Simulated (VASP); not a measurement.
# Cl (Cmce) in VASP: further runs

Runs on Cl. Level: PBEsol. Tasks: single point, relaxation of cell and atoms.

Program: VASP 6.6.1. These are calculated values, not measurements. Logs are shortened: lines on timing, memory, paths and dates and some standing lists are left out, and cuts for length are marked.

## 1. The cell of the first run

Symmetry: Cmce, No. 64, orthorhombic system. Conventional cell: a = 5.767 Å, b = 3.637 Å, c = 7.676 Å, α = 90.00°, β = 90.00°, γ = 90.00°. Cl (site symmetry m) has 3 Cl at 2.04 to 2.76 Å within 2.8 Å.

## 2. Single point, PBEsol

INCAR reads:

```
SYSTEM = Cl
PREC = Accurate ; ENCUT = 520
EDIFF = 1E-7 ; ISMEAR = 0
SIGMA = 0.02 ; LREAL = .FALSE.
LASPH = .TRUE. ; NELM = 80
ALGO = Normal ; ISIF = 2
LWAVE = .FALSE. ; LCHARG = .FALSE.
GGA = PS ; NBANDS = 22
```

KPOINTS reads:

```
regular mesh
0
G
  10 10 4
  0 0 0
```

POSCAR reads:

```
Cl
1.0
    2.8836389490     -1.8184759960      0.0000000000
    2.8836389490      1.8184759960      0.0000000000
    0.0000000000      0.0000000000      7.6757506305
Cl
4
Direct
    0.1430308966      0.8569691034      0.1143580819
    0.6430308966      0.3569691034      0.3856419181
    0.8569691034      0.1430308966      0.8856419181
    0.3569691034      0.6430308966      0.6143580819
```

Potentials or basis: VASP PAW PBE potentials, release 64 (Cl).

Launch:

```
$ cat potpaw_PBE.64/Cl/POTCAR > POTCAR
$ mpirun -np 1 vasp_std > vasp.out
```

OUTCAR:

```text
SYSTEM = Cl
   PREC = Accurate
   ENCUT = 520
   EDIFF = 1E-7
   ISMEAR = 0
   LREAL = .FALSE.
   LASPH = .TRUE.
   NELM = 80
   ISIF = 2
   GGA = PS

 ion  position               nearest neighbor table
   1  0.143  0.857  0.114-   3 2.04
   2  0.643  0.357  0.386-   4 2.04
   3  0.857  0.143  0.886-   1 2.04
   4  0.357  0.643  0.614-   2 2.04

  LATTYP: Found a base centered orthorhombic cell.
 ALAT       =     3.6369519920
 B/A-ratio  =     1.5857448519
 C/A-ratio  =     2.1104899508

  Lattice vectors:

 A1 = (  -2.8836389490,  -1.8184759960,   0.0000000000)
 A2 = (   2.8836389490,  -1.8184759960,   0.0000000000)
 A3 = (   0.0000000000,   0.0000000000,   7.6757506305)

Analysis of symmetry for initial positions (statically):
=====================================================================
 Subroutine PRICEL returns:
 Original cell was already a primitive cell.

 Routine SETGRP: Setting up the symmetry group for a
 base centered orthorhombic supercell.

 Subroutine GETGRP returns: Found  8 space group operations
 (whereof  4 operations were pure point group operations)
 out of a pool of  8 trial point group operations.

The static configuration has the point symmetry C_2h.
 The point group associated with its full space group is D_2h.

Analysis of symmetry for dynamics (positions and initial velocities):
=====================================================================
 Subroutine PRICEL returns:
 Original cell was already a primitive cell.

 Routine SETGRP: Setting up the symmetry group for a
 base centered orthorhombic supercell.

 Subroutine GETGRP returns: Found  8 space group operations
 (whereof  4 operations were pure point group operations)
 out of a pool of  8 trial point group operations.

The dynamic configuration has the point symmetry C_2h.
 The point group associated with its full space group is D_2h.

 Subroutine INISYM returns: Found  8 space group operations
 (whereof  4 operations are pure point group operations),
 and found     1 'primitive' translations

----------------------------------------------------------------------------------------

                                     Primitive cell

  volume of cell :      80.5006

  direct lattice vectors                    reciprocal lattice vectors
     2.883638949 -1.818475996  0.000000000     0.173392026 -0.274955513  0.000000000
     2.883638949  1.818475996  0.000000000     0.173392026  0.274955513  0.000000000
     0.000000000  0.000000000  7.675750630     0.000000000  0.000000000  0.130280418

  length of vectors
     3.409138973  3.409138973  7.675750630     0.325062038  0.325062038  0.130280418

  position of ions in fractional coordinates (direct lattice)
     0.143030897  0.856969103  0.114358082
     0.643030897  0.356969103  0.385641918
     0.856969103  0.143030897  0.885641918
     0.356969103  0.643030897  0.614358082

  ion indices of the primitive-cell ions
   primitive index   ion index
                 1           1
                 2           2
                 3           3
                 4           4

----------------------------------------------------------------------------------------

 KPOINTS: regular mesh

Automatic generation of k-mesh.
 Grid dimensions read from file:
 generate k-points for:   10   10    4

 Generating k-lattice:

  Cartesian coordinates                     Fractional coordinates (reciprocal lattice)
     0.017339203 -0.027495551  0.000000000     0.100000000  0.000000000  0.000000000
     0.017339203  0.027495551  0.000000000     0.000000000  0.100000000  0.000000000
     0.000000000  0.000000000  0.032570104     0.000000000  0.000000000  0.250000000

  Length of vectors
     0.032506204  0.032506204  0.032570104

  Shift w.r.t. Gamma in fractional coordinates (k-lattice)
     0.000000000  0.000000000  0.000000000

 Subroutine IBZKPT returns following result:
 ===========================================

 Found     93 irreducible k-points:

 Following reciprocal coordinates:
            Coordinates               Weight
  0.000000  0.000000  0.000000      1.000000
  0.100000 -0.000000  0.000000      4.000000
  0.200000 -0.000000  0.000000      4.000000
  0.300000  0.000000  0.000000      4.000000
  0.400000  0.000000  0.000000      4.000000
  0.500000  0.000000  0.000000      2.000000
[... 16 lines left out ...]
  0.300000  0.300000  0.000000      2.000000
  0.400000  0.300000  0.000000      4.000000
 [... further k-points ...]
   k-points           NKPTS =     93   k-points in BZ     NKDIM =     93   number of bands    NBANDS=     22
   number of dos      NEDOS =    301   number of ions     NIONS =      4
   total plane-waves  NPLWV =  47040
   dimension x,y,z NGX =    28 NGY =   28 NGZ =   60
   dimension x,y,z NGXF=    56 NGYF=   56 NGZF=  120
   ions per type =               4
   NGX,Y,Z   is equivalent  to a cutoff of  13.65, 13.65, 13.00 a.u.
   NGXF,Y,Z  is equivalent  to a cutoff of  27.31, 27.31, 25.99 a.u.
 SYSTEM =  Cl
   PREC   = accura    normal or accurate (medium, high low for compatibility)
   ISTART =      0    job   : 0-new  1-cont  2-samecut
   ICHARG =      2    charge: 1-file 2-atom 10-const
   ISPIN  =      1    spin polarized calculation?
   LNONCOLLINEAR =      F non collinear calculations
   LSORBIT =      F    spin-orbit coupling
   LASPH  =      T    aspherical Exc in radial PAW
   ENCUT  =  520.0 eV  38.22 Ry    6.18 a.u.   6.34  6.34 14.27*2*pi/ulx,y,z
   NELM   =     80;   NELMIN=  2; NELMDL= -5     # of ELM steps
   EDIFF  = 0.1E-06   stopping-criterion for ELM
   LREAL  =      F    real-space projection
   EDIFFG = 0.1E-05   stopping-criterion for IOM
   NSW    =      0    number of steps for IOM
   IBRION =     -1    ionic relax: 0-MD 1-quasi-New 2-CG
   NFREE  =      0    steps in history (QN), initial steepest desc. (CG)
   ISIF   =      2    stress and relaxation
   ISYM   =      2    0-nonsym 1-usesym 2-fastsym
   POTIM  = 0.5000    time-step for ionic-motion
   TEBEG  =    0.0;   TEEND  =   0.0 temperature during run
   PSTRESS=    0.0 pullay stress
   NELECT =      28.0000    total number of electrons
   NUPDOWN=      -1.0000    fix difference up-down
   EMIN   =  10.00;   EMAX   =-10.00  energy-range for DOS
   EFERMI =   0.00;   METHOD = LEGACY
   ISMEAR =     0;   SIGMA  =   0.02  broadening in eV -4-tet -1-fermi 0-gaus
   EFERMI_NEDOS =   21; number of points for ismear=-14 and -15
   IALGO  =     38    algorithm
   IMIX   =      4    mixing-type and parameters
     AMIX     =   0.40;   BMIX     =  1.00
     AMIX_MAG =   1.60;   BMIX_MAG =  1.00
  volume/ion in A,a.u.               =      20.13       135.81
  Fermi-wavevector in a.u.,A,eV,Ry     =   1.151316  2.175671 18.034899  1.325528
  Thomas-Fermi vector in A             =   2.287974
   LORBIT       =      0    0 simple, 1 ext, 2 COOP (PROOUT), +10 PAW based schemes
   GGA     = PS    functional components
   LHFCALC =     F    Hartree Fock is set to
   AEXX    =    0.0000 exact exchange contribution
   IVDW    =     0    specifies the selected vdW correction
   LEPSILON=     F    determine dielectric tensor
   LRPA    =     F    only Hartree local field effects (RPA)
 non-spin polarized calculation
 Gauss-broadening in eV      SIGMA  =   0.02
  energy-cutoff  :      520.00
  volume of cell :       80.50
 maximum number of plane-waves:      2193
 NGX is ok and might be reduce to    28
   NGX = 13   NGY = 13   NGZ = 29

 number of electron      27.9999994 magnetization

 Free energy of the ion-electron system (eV)
  ---------------------------------------------------
  ext. energy  EPLUGINS =         0.00000000
  ---------------------------------------------------
  free energy    TOTEN  =        -7.78115965 eV

  energy without entropy =       -7.78115965  energy(sigma->0) =       -7.78115965

 E-fermi :   2.8824     XC(G=0):  -9.7976

 val. band max:        2.8023214768   @ k =   0.0000   0.0000   0.0000
 cond. band min:       4.7279264879   @ k =   0.5000   0.5000   0.0000
 fundamental gap:      1.9256050112
 Fermi energy:         2.8823699179

 k-point     1 :       0.0000    0.0000    0.0000
  band No.  band energies     occupation
      1     -14.8355      2.00000
      2     -14.0372      2.00000
      3     -11.3895      2.00000
      4      -9.3435      2.00000
      5      -3.8794      2.00000
      6      -1.4251      2.00000
[... 14 lines left out ...]
     21      13.1212      0.00000
     22      13.7479      0.00000

 k-point     2 :       0.1000   -0.0000    0.0000
  band No.  band energies     occupation
      1     -14.7723      2.00000
      2     -14.0020      2.00000
      3     -11.3322      2.00000
      4      -9.3906      2.00000
      5      -3.8650      2.00000
      6      -1.5357      2.00000
[... 14 lines left out ...]
     21      13.1346      0.00000
     22      13.3422      0.00000

 k-point     3 :       0.2000   -0.0000    0.0000
  band No.  band energies     occupation
      1     -14.5942      2.00000
      2     -13.9121      2.00000
      3     -11.1705      2.00000
      4      -9.5334      2.00000
      5      -3.8490      2.00000
      6      -1.9405      2.00000
[... 14 lines left out ...]
     21      12.7603      0.00000
     22      13.5367      0.00000
[... 476 lines left out ...]
 k-point    23 :       0.3000    0.3000    0.0000
  band No.  band energies     occupation
      1     -14.4235      2.00000
      2     -13.7190      2.00000
      3     -10.9871      2.00000
      4      -9.2491      2.00000
      5      -3.6066      2.00000
      6      -1.6976      2.00000
[... 14 lines left out ...]
     21      13.5698      0.00000
     22      13.6469      0.00000

 k-point    24 :       0.4000    0.3000    0.0000
  band No.  band energies     occupation
      1     -14.2922      2.00000
      2     -13.6424      2.00000
      3     -10.8641      2.00000
      4      -9.3061      2.00000
      5      -3.5573      2.00000
      6      -2.0569      2.00000
[... 14 lines left out ...]
     21      13.6320      0.00000
     22      13.6841      0.00000

 [... further k-points ...]

------------------------ aborting loop because EDIFF is reached ----------------------------------------

  FORCE on cell =-STRESS in cart. coord.  units (eV):
  Direction    XX          YY          ZZ          XY          YZ          ZX
  --------------------------------------------------------------------------------------
  -------------------------------------------------------------------------------------
  Total        2.4756269      2.3902238      2.1676164      0.0000000      0.0000000      0.0000000
  in kB       49.2715781     47.5718275     43.1413473      0.0000000      0.0000000      0.0000000
  external PRESSURE =      46.6615843 kB  Pullay stress =       0.0000000 kB

 VOLUME and BASIS-vectors are now :
 -----------------------------------------------------------------------------
  energy-cutoff  :      520.00
  volume of cell :       80.50
      direct lattice vectors                 reciprocal lattice vectors
     2.883638949 -1.818475996  0.000000000     0.173392026 -0.274955513  0.000000000
     2.883638949  1.818475996  0.000000000     0.173392026  0.274955513  0.000000000
     0.000000000  0.000000000  7.675750630     0.000000000  0.000000000  0.130280418

 POSITION                                       TOTAL-FORCE (eV/Angst)
 -----------------------------------------------------------------------------------
      2.88364      1.29828      0.87778         0.000000      0.058606     -0.117953
      2.88364     -0.52020      2.96009         0.000000      0.058606      0.117953
      2.88364     -1.29828      6.79797         0.000000     -0.058606      0.117953
      2.88364      0.52020      4.71566         0.000000     -0.058606     -0.117953
 -----------------------------------------------------------------------------------
    total drift:                                0.000000     -0.000000      0.000000

  FREE ENERGIE OF THE ION-ELECTRON SYSTEM (eV)
  ---------------------------------------------------
  free  energy   TOTEN  =        -7.7811596501 eV

  energy  without entropy=       -7.7811596501  energy(sigma->0) =       -7.78115965
```

It took 66 s on 1 thread of Intel Xeon 6975P-C (Granite Rapids), shared host; peak memory 0.26 GiB.

Results:

```
Free energy            : -7.7812 eV
Pressure               : 4.7 GPa
Largest force          : 0.132 eV/Å
Band gap on the k mesh : 1.93 eV (least direct gap 2.02 eV)
```

Forces in eV/Å, atoms in the order of the input:
```
Cl   0.000  0.059 -0.118
Cl   0.000  0.059  0.118
Cl   0.000 -0.059  0.118
Cl   0.000 -0.059 -0.118
```

Levels at points of the mesh, in eV from the valence-band top:
```
           k point  band 12  band 13  band 14  band 15  band 16  band 17
(0.00, 0.00, 0.00)    -0.84    -0.22     0.00     2.02     3.09     7.19
(0.50, 0.00, 0.00)    -1.84    -0.68    -0.68     3.06     3.06     7.40
(0.50, 0.50, 0.00)    -1.90    -1.03    -0.57     1.93     2.69     7.07
(0.00, 0.00, 0.50)    -1.45    -0.10    -0.10     2.40     2.40     7.72
(0.50, 0.00, 0.50)    -1.17    -0.08    -0.08     2.29     2.29     7.91
(0.50, 0.50, 0.50)    -1.73    -1.61    -1.61     2.12     2.12     8.39
```

Caveat: the cell stands under pressure; this functional lacks dispersion, which holds the molecules together, so the pressure and a relaxed volume are unreliable; the PAW data sets were made with another functional, which shifts forces and pressure a little. A k mesh can miss the band edges.

## 3. Relaxation of cell and atoms, PBEsol, target pressure 40 GPa, at which the enthalpy is minimised

This run uses another cell than the first one, of 14.85 Å³/atom.

INCAR reads:

```
  ALGO = Normal
  EDIFF = 1E-6
  EDIFFG = -0.008
  ENCUT = 600
  GGA = PS
  IBRION = 2
  ISIF = 3
  ISMEAR = 0
  LASPH = T
  LCHARG = F
  LREAL = F
  LWAVE = F
  NELM = 100
  NSW = 70
  PREC = Accurate
  PSTRESS = 400.0
  SIGMA = 0.02
```

KPOINTS reads:

```
k-points
0
Gamma
  10 10 4
```

POSCAR reads:

```
Cl
1.0
    2.5275081555     -1.6407146501      0.0000000000
    2.5275081555      1.6407146501      0.0000000000
    0.0000000000      0.0000000000      7.1610686642
Cl
4
Direct
    0.1599331694      0.8400668306      0.1176129516
    0.6599331694      0.3400668306      0.3823870484
    0.8400668306      0.1599331694      0.8823870484
    0.3400668306      0.6599331694      0.6176129516
```

Potentials or basis: VASP PAW PBE potentials, release 64 (Cl).

Launch:

```
$ cat potpaw_PBE.64/Cl/POTCAR > POTCAR
$ mpirun -np 1 vasp_std > vasp.out
```

It took 3.6 min on 1 thread of Intel Xeon 6975P-C (Granite Rapids), shared host; peak memory 0.23 GiB.

It converged, with:

```
Free energy                                                : -5.1246 eV
Relaxed volume                                             : 13.95 Å³/atom
Relaxed cell                                               : a = 2.917 Å, b = 2.917 Å, c = 7.141 Å, α = 90.00°, β = 90.00°, γ = 66.63°
Space group after relaxing (to 0.1 Å)                      : Cmce (No. 64)
Energy change on relaxing (the run minimises the enthalpy) : +188.4 meV/atom
Ionic steps                                                : 11
Pressure after relaxing                                    : 40.0 GPa
Largest force after relaxing                               : 0.004 eV/Å
Band gap on the k mesh                                     : 1.34 eV (least direct gap 1.78 eV)
```

Forces on the atoms (eV/Å):
```
Cl   0.000 -0.003 -0.002
Cl   0.000 -0.003  0.002
Cl   0.000  0.003  0.002
Cl   0.000  0.003 -0.002
```

Step by step:
```csv
step,energy change (eV),largest force (eV/Å),pressure (GPa),volume (Å³)
1,0.0000,0.4096,31.99,59.39
2,1.4851,0.3329,50.60,53.22
3,0.7887,0.3637,41.90,55.73
4,0.7315,0.3374,37.97,55.98
5,0.7435,0.1338,39.96,55.85
6,0.7439,0.0617,39.93,55.84
7,0.7454,0.0630,39.92,55.83
8,0.7584,0.0226,40.09,55.77
9,0.7614,0.0145,40.13,55.76
10,0.7409,0.0224,39.73,55.84
11,0.7536,0.0035,39.96,55.79
```

Final structure:
```
Cl
1.0
     2.43797   -1.60249    0.00000
     2.43797    1.60249    0.00000
     0.00000    0.00000    7.14051
Cl
4
Cartesian
  2.4380 1.0616 0.8493
  2.4380 -0.5409 2.7209
  2.4380 -1.0616 6.2912
  2.4380 0.5409 4.4196
```

Levels at points of the mesh, in eV from the valence-band top:
| k point | band 10 | band 11 | band 12 | band 13 | band 14 | band 15 | band 16 | band 17 | band 18 |
| --- | --- | --- | --- | --- | --- | --- | --- | --- | --- |
| (0.00, 0.00, 0.00) | -1.65 | -1.33 | -1.16 | -0.03 | 0.00 | 2.22 | 3.51 | 5.74 | 7.57 |
| (0.50, 0.00, 0.00) | -3.83 | -2.65 | -2.65 | -1.26 | -1.26 | 3.54 | 3.54 | 6.51 | 6.51 |
| (0.50, 0.50, 0.00) | -4.28 | -3.40 | -2.84 | -2.54 | -1.73 | 1.59 | 2.45 | 4.76 | 6.04 |
| (0.00, 0.00, 0.50) | -1.33 | -1.25 | -1.25 | -0.01 | -0.01 | 2.53 | 2.53 | 7.36 | 7.36 |
| (0.50, 0.00, 0.50) | -3.02 | -2.11 | -2.11 | -0.03 | -0.03 | 1.75 | 1.75 | 7.35 | 7.35 |
| (0.50, 0.50, 0.50) | -3.74 | -3.55 | -3.55 | -2.66 | -2.66 | 1.42 | 1.42 | 6.76 | 6.76 |

Caveat: the cell is relaxed towards a set pressure, so the run minimises the enthalpy, not the energy; the PAW data sets were made with another functional, which shifts forces and pressure a little. A k mesh can miss the band edges.

[end of part 1 of 2]
